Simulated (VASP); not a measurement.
# CsH2 (P4_2/mnm) in VASP: notebook, part 3 of 4

VASP 6.6.1. The steps go on from the part before.

### 4 Single point, PBE

This run uses another cell than the first one, of 45.47 Å³/atom.

Contents of INCAR:

```
SYSTEM = CsH2
PREC = Accurate
ENCUT = 520
EDIFF = 1E-7
ISMEAR = 0
SIGMA = 0.1
LREAL = .FALSE.
LASPH = .TRUE.
NELM = 100
ALGO = Normal
ISIF = 2
LWAVE = .FALSE.
LCHARG = .FALSE.
GGA = PE
NBANDS = 20
```

Contents of KPOINTS:

```
Automatic mesh
0
G
  6 6 6
  0 0 0
```

Contents of POSCAR:

```
CsH2
1.0
    6.2076361756      0.0000000000      0.0000000000
    0.0000000000      6.2076361756      0.0000000000
    0.0000000000      0.0000000000      7.0791494785
Cs H
2 4
Direct
    0.0000000000      0.0000000000      0.0000000000
    0.5000000000      0.5000000000      0.5000000000
    0.4566807684      0.4566807684      0.0000000000
    0.0433192316      0.9566807684      0.5000000000
    0.5433192316      0.5433192316      0.0000000000
    0.9566807684      0.0433192316      0.5000000000
```

Potentials or basis: VASP PAW PBE potentials, release 64 (Cs_sv, H).

The run is started by

```
$ cat potpaw_PBE.64/Cs_sv/POTCAR potpaw_PBE.64/H/POTCAR > POTCAR
$ mpirun -np 1 vasp_std > vasp.out
```

OUTCAR:

```text
SYSTEM = CsH2
   PREC = Accurate
   ENCUT = 520
   EDIFF = 1E-7
   ISMEAR = 0
   LREAL = .FALSE.
   LASPH = .TRUE.
   NELM = 100
   ISIF = 2
   GGA = PE

 ion  position               nearest neighbor table
   1  0.000  0.000  0.000-
   2  0.500  0.500  0.500-
   3  0.457  0.457  0.000-   5 0.76
   4  0.043  0.957  0.500-   6 0.76
   5  0.543  0.543  0.000-   3 0.76
   6  0.957  0.043  0.500-   4 0.76

  LATTYP: Found a simple tetragonal cell.
 ALAT       =     6.2076361756
 C/A-ratio  =     1.1403937470

  Lattice vectors:

 A1 = (   6.2076361756,   0.0000000000,   0.0000000000)
 A2 = (   0.0000000000,   6.2076361756,   0.0000000000)
 A3 = (   0.0000000000,   0.0000000000,   7.0791494785)

Analysis of symmetry for initial positions (statically):
=====================================================================
 Subroutine PRICEL returns:
 Original cell was already a primitive cell.

 Routine SETGRP: Setting up the symmetry group for a
 simple tetragonal supercell.

 Subroutine GETGRP returns: Found 16 space group operations
 (whereof  8 operations were pure point group operations)
 out of a pool of 16 trial point group operations.

The static configuration has the point symmetry D_2h.
 The point group associated with its full space group is D_4h.

Analysis of symmetry for dynamics (positions and initial velocities):
=====================================================================
 Subroutine PRICEL returns:
 Original cell was already a primitive cell.

 Routine SETGRP: Setting up the symmetry group for a
 simple tetragonal supercell.

 Subroutine GETGRP returns: Found 16 space group operations
 (whereof  8 operations were pure point group operations)
 out of a pool of 16 trial point group operations.

The dynamic configuration has the point symmetry D_2h.
 The point group associated with its full space group is D_4h.

 Subroutine INISYM returns: Found 16 space group operations
 (whereof  8 operations are pure point group operations),
 and found     1 'primitive' translations

----------------------------------------------------------------------------------------

                                     Primitive cell

  volume of cell :     272.7932

  direct lattice vectors                    reciprocal lattice vectors
     6.207636176  0.000000000  0.000000000     0.161091915  0.000000000  0.000000000
     0.000000000  6.207636176  0.000000000     0.000000000  0.161091915  0.000000000
     0.000000000  0.000000000  7.079149478     0.000000000  0.000000000  0.141259907

  length of vectors
     6.207636176  6.207636176  7.079149478     0.161091915  0.161091915  0.141259907

  position of ions in fractional coordinates (direct lattice)
     0.000000000  0.000000000  0.000000000
     0.500000000  0.500000000  0.500000000
     0.456680768  0.456680768  0.000000000
     0.043319232  0.956680768  0.500000000
     0.543319232  0.543319232  0.000000000
     0.956680768  0.043319232  0.500000000

  ion indices of the primitive-cell ions
   primitive index   ion index
                 1           1
                 2           2
                 3           3
[... 28 lines left out ...]
 Found     40 irreducible k-points:

 Following reciprocal coordinates:
            Coordinates               Weight
  0.000000  0.000000  0.000000      1.000000
  0.166667  0.000000  0.000000      4.000000
  0.333333  0.000000  0.000000      4.000000
  0.500000  0.000000  0.000000      2.000000
  0.166667  0.166667  0.000000      4.000000
  0.333333  0.166667  0.000000      8.000000
[... 16 lines left out ...]
  0.333333  0.000000  0.333333      8.000000
  0.500000  0.000000  0.333333      4.000000
 [... further k-points ...]
   k-points           NKPTS =     40   k-points in BZ     NKDIM =     40   number of bands    NBANDS=     20
   number of dos      NEDOS =    301   number of ions     NIONS =      6
   total plane-waves  NPLWV = 124416
   dimension x,y,z NGX =    48 NGY =   48 NGZ =   54
   dimension x,y,z NGXF=    96 NGYF=   96 NGZF=  108
   ions per type =               2   4
   NGX,Y,Z   is equivalent  to a cutoff of  12.85, 12.85, 12.68 a.u.
   NGXF,Y,Z  is equivalent  to a cutoff of  25.71, 25.71, 25.36 a.u.
 SYSTEM =  CsH2
   PREC   = accura    normal or accurate (medium, high low for compatibility)
   ISTART =      0    job   : 0-new  1-cont  2-samecut
   ICHARG =      2    charge: 1-file 2-atom 10-const
   ISPIN  =      1    spin polarized calculation?
   LNONCOLLINEAR =      F non collinear calculations
   LSORBIT =      F    spin-orbit coupling
   LASPH  =      T    aspherical Exc in radial PAW
   ENCUT  =  520.0 eV  38.22 Ry    6.18 a.u.  11.54 11.54 13.16*2*pi/ulx,y,z
   NELM   =    100;   NELMIN=  2; NELMDL= -5     # of ELM steps
   EDIFF  = 0.1E-06   stopping-criterion for ELM
   LREAL  =      F    real-space projection
   EDIFFG = 0.1E-05   stopping-criterion for IOM
   NSW    =      0    number of steps for IOM
   IBRION =     -1    ionic relax: 0-MD 1-quasi-New 2-CG
   NFREE  =      0    steps in history (QN), initial steepest desc. (CG)
   ISIF   =      2    stress and relaxation
   ISYM   =      2    0-nonsym 1-usesym 2-fastsym
   POTIM  = 0.5000    time-step for ionic-motion
   TEBEG  =    0.0;   TEEND  =   0.0 temperature during run
   PSTRESS=    0.0 pullay stress
   NELECT =      22.0000    total number of electrons
   NUPDOWN=      -1.0000    fix difference up-down
   EMIN   =  10.00;   EMAX   =-10.00  energy-range for DOS
   EFERMI =   0.00;   METHOD = LEGACY
   ISMEAR =     0;   SIGMA  =   0.10  broadening in eV -4-tet -1-fermi 0-gaus
   EFERMI_NEDOS =   21; number of points for ismear=-14 and -15
   IALGO  =     38    algorithm
   IMIX   =      4    mixing-type and parameters
     AMIX     =   0.40;   BMIX     =  1.00
     AMIX_MAG =   1.60;   BMIX_MAG =  1.00
  volume/ion in A,a.u.               =      45.47       306.82
  Fermi-wavevector in a.u.,A,eV,Ry     =   0.707301  1.336606  6.806659  0.500275
  Thomas-Fermi vector in A             =   1.793313
   LORBIT       =      0    0 simple, 1 ext, 2 COOP (PROOUT), +10 PAW based schemes
   GGA     = PE    functional components
   LHFCALC =     F    Hartree Fock is set to
   AEXX    =    0.0000 exact exchange contribution
   IVDW    =     0    specifies the selected vdW correction
   LEPSILON=     F    determine dielectric tensor
   LRPA    =     F    only Hartree local field effects (RPA)
 non-spin polarized calculation
 Gauss-broadening in eV      SIGMA  =   0.10
  energy-cutoff  :      520.00
  volume of cell :      272.79
 maximum number of plane-waves:      7374
 NGX is ok and might be reduce to    48
   NGX = 23   NGY = 23   NGZ = 27

 number of electron      21.9999999 magnetization

 Free energy of the ion-electron system (eV)
  ---------------------------------------------------
  ext. energy  EPLUGINS =         0.00000000
  ---------------------------------------------------
  free energy    TOTEN  =       -14.82664891 eV

  energy without entropy =      -14.80416577  energy(sigma->0) =      -14.81540734

 E-fermi :   0.3058     XC(G=0):  -5.4125

 val. band max:        0.2987100660   @ k =   0.3333   0.0000   0.3333
 cond. band min:       0.3099512937   @ k =   0.5000   0.1667   0.0000
 fundamental gap:      0.0112412277
 Fermi energy:         0.3058405898

 k-point     1 :       0.0000    0.0000    0.0000
  band No.  band energies     occupation
      1     -23.5983      2.00000
      2     -23.5932      2.00000
      3     -10.4526      2.00000
      4     -10.4051      2.00000
      5     -10.4051      2.00000
      6     -10.3846      2.00000
[... 541 lines left out ...]
     19       3.7125      0.00000
     20       3.7126      0.00000

 [... further k-points ...]

------------------------ aborting loop because EDIFF is reached ----------------------------------------

  FORCE on cell =-STRESS in cart. coord.  units (eV):
  Direction    XX          YY          ZZ          XY          YZ          ZX
  --------------------------------------------------------------------------------------
  -------------------------------------------------------------------------------------
  Total       -0.0724542     -0.0724542     -0.0306503      0.0000000      0.0000000      0.0000000
  in kB       -0.4255402     -0.4255402     -0.1800164      0.0000000      0.0000000      0.0000000
  external PRESSURE =      -0.3436989 kB  Pullay stress =       0.0000000 kB

 VOLUME and BASIS-vectors are now :
 -----------------------------------------------------------------------------
  energy-cutoff  :      520.00
  volume of cell :      272.79
      direct lattice vectors                 reciprocal lattice vectors
     6.207636176  0.000000000  0.000000000     0.161091915  0.000000000  0.000000000
     0.000000000  6.207636176  0.000000000     0.000000000  0.161091915  0.000000000
     0.000000000  0.000000000  7.079149478     0.000000000  0.000000000  0.141259907

 POSITION                                       TOTAL-FORCE (eV/Angst)
 -----------------------------------------------------------------------------------
      0.00000      0.00000      0.00000         0.000000      0.000000     -0.000000
      3.10382      3.10382      3.53957         0.000000      0.000000     -0.000000
      2.83491      2.83491      0.00000         0.008629      0.008629      0.000000
      0.26891      5.93873      3.53957        -0.008629      0.008629     -0.000000
      3.37273      3.37273      0.00000        -0.008629     -0.008629     -0.000000
      5.93873      0.26891      3.53957         0.008629     -0.008629     -0.000000
 -----------------------------------------------------------------------------------
    total drift:                                0.000000     -0.000000     -0.000000

  FREE ENERGIE OF THE ION-ELECTRON SYSTEM (eV)
  ---------------------------------------------------
  free  energy   TOTEN  =       -14.8266489059 eV

  energy  without entropy=      -14.8041657723  energy(sigma->0) =      -14.81540734
```

OSZICAR:

```text
N       E                     dE             d eps       ncg     rms          rms(c)
DAV:   1     0.133311428617E+03    0.13331E+03   -0.73583E+03  1600   0.813E+02
DAV:   2     0.308711201982E+01   -0.13022E+03   -0.12740E+03  2144   0.146E+02
DAV:   3    -0.157619763115E+02   -0.18849E+02   -0.18806E+02  1884   0.570E+01
DAV:   4    -0.160951360495E+02   -0.33316E+00   -0.33305E+00  1984   0.941E+00
DAV:   5    -0.160977493757E+02   -0.26133E-02   -0.26131E-02  2124   0.818E-01    0.617E+00
DAV:   6    -0.152022963074E+02    0.89545E+00   -0.52018E-01  2076   0.289E+00    0.342E+00
DAV:   7    -0.148070705508E+02    0.39523E+00   -0.14423E+00  2012   0.434E+00    0.431E-01
DAV:   8    -0.148245649273E+02   -0.17494E-01   -0.16201E-01  1820   0.153E+00    0.265E-01
DAV:   9    -0.148266538024E+02   -0.20889E-02   -0.25486E-03  2084   0.202E-01    0.111E-01
DAV:  10    -0.148266345910E+02    0.19211E-04   -0.14041E-03  2076   0.126E-01    0.269E-02
DAV:  11    -0.148266468863E+02   -0.12295E-04   -0.83048E-05  2012   0.353E-02    0.882E-03
DAV:  12    -0.148266483977E+02   -0.15114E-05   -0.96548E-06  2128   0.111E-02    0.738E-03
DAV:  13    -0.148266488652E+02   -0.46750E-06   -0.27914E-06  2120   0.730E-03    0.202E-03
DAV:  14    -0.148266489059E+02   -0.40645E-07   -0.29530E-07  1572   0.185E-03
   1 F= -.14826649E+02 E0= -.14815407E+02  d E =-.224831E-01
```

Run time: 1.8 min. Hardware: 1 thread of Intel Xeon 6975P-C (Granite Rapids), shared host; peak memory 0.42 GiB.

What came out:

```yaml
Free_energy: -14.8266 eV
Pressure: 0.0 GPa
Largest_force: 0.012 eV/Å
Band_gap_on_the_k_mesh: zero (bands 11 and 12 overlap by 0.75 eV)
```

Forces on the atoms (eV/Å):
```
Cs   0.000  0.000  0.000
Cs   0.000  0.000  0.000
H    0.009  0.009  0.000
H   -0.009  0.009  0.000
H   -0.009 -0.009  0.000
H    0.009 -0.009  0.000
```

Levels at points of the mesh, in eV from the Fermi level:
```
           k point  band 8  band 9  band 10  band 11  band 12  band 13  band 14  band 15
(0.00, 0.00, 0.00)  -10.66   -8.45    -8.40    -0.62     0.82     1.73     1.92     1.92
(0.50, 0.00, 0.00)  -10.69   -8.40    -8.40    -0.11    -0.11     1.63     1.63     1.71
(0.50, 0.50, 0.00)  -10.67   -8.41    -8.41     0.43     0.43     1.31     1.31     1.50
(0.00, 0.00, 0.50)  -10.68   -8.33    -8.33    -0.03    -0.03     1.48     1.48     1.52
(0.50, 0.00, 0.50)  -10.68   -8.31    -8.31    -0.28    -0.28     1.36     1.36     1.63
(0.50, 0.50, 0.50)  -10.70   -8.32    -8.32     0.47     0.47     0.81     0.81     1.58
```

Caveat: spin-orbit coupling is left out, which moves the levels of the heavy elements.

### 5 Relaxation of cell and atoms, PBE

Contents of INCAR:

```
ALGO = Normal ; EDIFF = 1E-6
EDIFFG = -0.04 ; ENCUT = 600
GGA = PE ; IBRION = 2
ISIF = 3 ; ISMEAR = 0
LASPH = True ; LCHARG = False
LREAL = False ; LWAVE = False
NELM = 60 ; NSW = 90
PREC = Accurate ; SIGMA = 0.1
```

Contents of KPOINTS:

```
k-points
0
Gamma
  4 4 6
```

Contents of POSCAR:

```
CsH2
1.0
    5.7500577788      0.0000000000      0.0000000000
    0.0000000000      5.7500577788      0.0000000000
    0.0000000000      0.0000000000      3.7036179729
Cs H
2 4
Direct
    0.0000000000      0.0000000000      0.0000000000
    0.5000000000      0.5000000000      0.5000000000
    0.3060000000      0.3060000000      0.0000000000
    0.1940000000      0.8060000000      0.5000000000
    0.6940000000      0.6940000000      0.0000000000
    0.8060000000      0.1940000000      0.5000000000
```

The run is started by

```
$ cat potpaw_PBE.64/Cs_sv/POTCAR potpaw_PBE.64/H/POTCAR > POTCAR
$ mpirun -np 1 vasp_std > vasp.out
```

It took 1.9 min on 1 thread of Intel Xeon 6975P-C (Granite Rapids), shared host; peak memory 0.27 GiB.

It converged, with:

```
Free energy                           : -10.8083 eV
Relaxed volume                        : 31.06 Å³/atom
Relaxed cell                          : a = 6.414 Å, b = 6.414 Å, c = 4.531 Å, α = 90.00°, β = 90.00°, γ = 90.00°
Space group after relaxing (to 0.1 Å) : P4_2/mnm (No. 136)
Energy gained by relaxing             : 183.8 meV/atom
Ionic steps                           : 6
Pressure after relaxing               : 0.0 GPa
Largest force after relaxing          : 0.035 eV/Å
Band gap on the k mesh                : zero (bands 11 and 12 overlap by 0.65 eV)
```

Forces on the atoms (eV/Å):
```
Cs   0.000  0.000  0.000
Cs   0.000  0.000  0.000
H    0.025  0.025  0.000
H   -0.025  0.025  0.000
H   -0.025 -0.025  0.000
H    0.025 -0.025  0.000
```

Stress tensor (GPa, compression positive):
```
-0.04  0.00  0.00
 0.00 -0.04  0.00
 0.00  0.00  0.08
```

Step by step:
```csv
step,energy change (eV),largest force (eV/Å),pressure (GPa),volume (Å³)
1,0.0000,0.1854,7.52,122.45
2,-0.6633,0.0465,3.66,140.18
3,-1.0268,0.0185,1.12,164.09
4,-1.0130,0.0330,-0.73,219.36
5,-1.0981,0.0363,-0.21,193.17
6,-1.1025,0.0353,0.00,186.39
```

Final structure:
```xyz
6
Lattice="6.4139 0.0000 0.0000 0.0000 6.4139 0.0000 0.0000 0.0000 4.5308" Properties=species:S:1:pos:R:3 pbc="T T T"
Cs    0.0000    0.0000    0.0000
Cs    3.2070    3.2070    2.2654
H     1.9398    1.9398    0.0000
H     1.2672    5.1467    2.2654
H     4.4742    4.4742    0.0000
H     5.1467    1.2672    2.2654
```

Levels at points of the mesh, in eV from the Fermi level:
```tsv
k point	band 8	band 9	band 10	band 11	band 12	band 13	band 14	band 15
(0.00, 0.00, 0.00)	-6.86	-1.55	-0.80	0.34	0.34	3.69	4.58	5.47
(0.50, 0.00, 0.00)	-6.90	-0.71	-0.71	-0.23	-0.23	4.81	4.81	5.77
(0.50, 0.50, 0.00)	-6.90	-1.04	-1.04	0.22	0.22	5.09	5.09	5.83
(0.00, 0.00, 0.50)	-7.08	-0.32	-0.32	-0.31	-0.31	5.17	5.17	5.35
(0.50, 0.00, 0.50)	-7.05	-0.87	-0.87	0.33	0.33	4.09	4.09	6.70
(0.50, 0.50, 0.50)	-7.09	-0.42	-0.42	-0.15	-0.15	4.41	4.41	5.72
```

Caveat: the volume moved by over 15 % at a fixed basis, so the end points are rough; spin-orbit coupling is left out, which moves the levels of the heavy elements.

(Continued in part 4 of 4.)
